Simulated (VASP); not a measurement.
A run of VASP 6.6.1 is set up as follows.

Contents of INCAR:

```
PREC = Accurate ; ENCUT = 520
EDIFF = 1E-7 ; ISMEAR = -1
SIGMA = 0.02 ; LREAL = Auto
LASPH = True ; NELM = 80
ALGO = Normal ; ISIF = 2
LWAVE = False ; LCHARG = False
GGA = PE ; IVDW = 12
NBANDS = 70
```

The input KPOINTS:

```
Automatic mesh
0
Gamma
  1 1 1
```

The input POSCAR:

```
H2CO
1.0
    8.7538210000      0.0000000000      0.0000000000
    0.0000000000      8.7538210000      0.0000000000
    0.0000000000      0.0000000000      8.7538210000
C O H
8 8 16
Direct
    0.5379245184      0.7663994879      0.5799714537
    0.3666996871      0.1903287207      0.4556728425
    0.2185450280      0.8586954556      0.8197100866
    0.0742986238      0.6153167247      0.3919597606
    0.6210188071      0.6982732118      0.1939353327
    0.8306849362      0.2867893409      0.1447184311
    0.2199967874      0.4479281848      0.9093149535
    0.9344586703      0.1605778874      0.5769497085
    0.4268298898      0.6924790818      0.5667332995
    0.6492930183      0.8395281165      0.5929712740
    0.3461217224      0.0700380136      0.5109629333
    0.3874795057      0.3102854554      0.4002039106
    0.0984978392      0.8336046185      0.7666966211
    0.3385850744      0.8844489694      0.8731729701
    0.0684728445      0.5498541550      0.5085602478
    0.0795789181      0.6804372309      0.2749790216
    0.7253349493      0.6749032277      0.1288949898
    0.6017543902      0.6060726893      0.2765132288
    0.5233149397      0.7051281724      0.1159709571
    0.6340095979      0.8073548092      0.2539720559
    0.9320068640      0.3598943700      0.1536307311
    0.8366245229      0.2203712233      0.0388347019
    0.7280938942      0.3584810721      0.1432685705
    0.8264214492      0.2091172157      0.2427455821
    0.2608389498      0.5266595161      0.9977939569
    0.1658493081      0.3490592019      0.9638220017
    0.3167618581      0.4095759682      0.8396334116
    0.1364188029      0.5056856170      0.8362967440
    0.9348939192      0.0940584324      0.6828438854
    0.9763824518      0.0886901628      0.4834470445
    1.0075938719      0.2613491829      0.5893355697
    0.8175496600      0.1975237842      0.5516366214
```

Potentials or basis: VASP PAW PBE potentials, release 64 (C, O, H).

Run with:

```bash
$ cat potpaw_PBE.64/C/POTCAR potpaw_PBE.64/O/POTCAR potpaw_PBE.64/H/POTCAR > POTCAR
$ mpirun -np 1 vasp_gam > vasp.out
```

(1) Predict the dispersion energy per atom.

(2) Predict the pressure.

## Answers

(1) -0.025 eV.

(2) 0.1 GPa.

Caveat: the k points lie up to 0.72 Å⁻¹ apart.
